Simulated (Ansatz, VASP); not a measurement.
**One calculation of Cu, two programs**

File INCAR:

```
SYSTEM = Cu
PREC = Accurate
ENCUT = 520
EDIFF = 1E-7
ISMEAR = 0
SIGMA = 0.15
LREAL = .False.
LASPH = .True.
NELM = 80
ALGO = Fast
ISIF = 2
LWAVE = .False.
LCHARG = .False.
GGA = PS
NBANDS = 18
```

Contents of KPOINTS:

```
Automatic mesh
0
Gamma
  26 26 14
  0 0 0
```

Contents of POSCAR:

```
Cu
1.0
   -1.4450917219      1.4450917219      1.3600072129
    1.4450917219     -1.4450917219      1.3600072129
    2.8901834438      2.8901834438      0.0000000000
Cu
2
Direct
    0.0000000000      0.0000000000     -0.0293589716
    0.5000000000      0.5000000000      0.5293589716
```

Input for Ansatz:

```yaml
crystal:
  lattice:
    - [-1.4450917219, 1.4450917219, 1.3600072129]
    - [1.4450917219, -1.4450917219, 1.3600072129]
    - [2.8901834438, 2.8901834438, 0.0]
  atoms:
    - { symbol: Cu, position: [0.0, 0.0, -0.0293589716] }
    - { symbol: Cu, position: [0.5, 0.5, 0.5293589716] }
basis:
  ecutwfc: 420
kpoints:
  mp_grid: { grid: [26, 26, 14] }
hamiltonian:
  xc: pbesol
scf:
  occupations: { method: gaussian, width: 0.15 }
output:
  forces: true
  stress: true
  eigenvalues: true
```

Change from the starting cell: mode 6 (263.4 1/cm) frozen in, largest displacement -0.120 Å.

Alike in both runs: task single point; functional PBEsol; k mesh 26 × 26 × 14; occupations gaussian, width 0.15 eV; no spin polarisation.

|  | VASP | Ansatz |
| --- | --- | --- |
| version | VASP 6.6.1 | Ansatz 0.2.0 |
| potentials or method | VASP PAW PBE potentials, release 64 (Cu), cutoff 520 eV | scalar-relativistic, plane waves, PAW |
| valence electrons in the cell | 22 | 38 |

|  | VASP | Ansatz | Ansatz less VASP |
| --- | --- | --- | --- |
| gap on the k mesh at the Fermi level (eV) | none | none | - |
| pressure (GPa) | 7.2 | 6.7 | -0.54 |
| traceless stress, the component that is largest in VASP (GPa) | 4.33 | 4.34 | +0.013 |
| rms of the force components (eV/Å) | 1.250 | 1.242 | -0.0082 |

VASP's potentials were made for PBE, not for PBEsol. Atom by atom the forces differ by 0.008 eV/Å (rms over components). A gap of «none» marks a metal or a gap that the smearing closes. The functional is the same, so the differences come from potentials, cutoffs and numerics. VASP's potentials hold 22 valence electrons a cell and Ansatz's 38, so a difference there can come from the potentials and not from the codes.
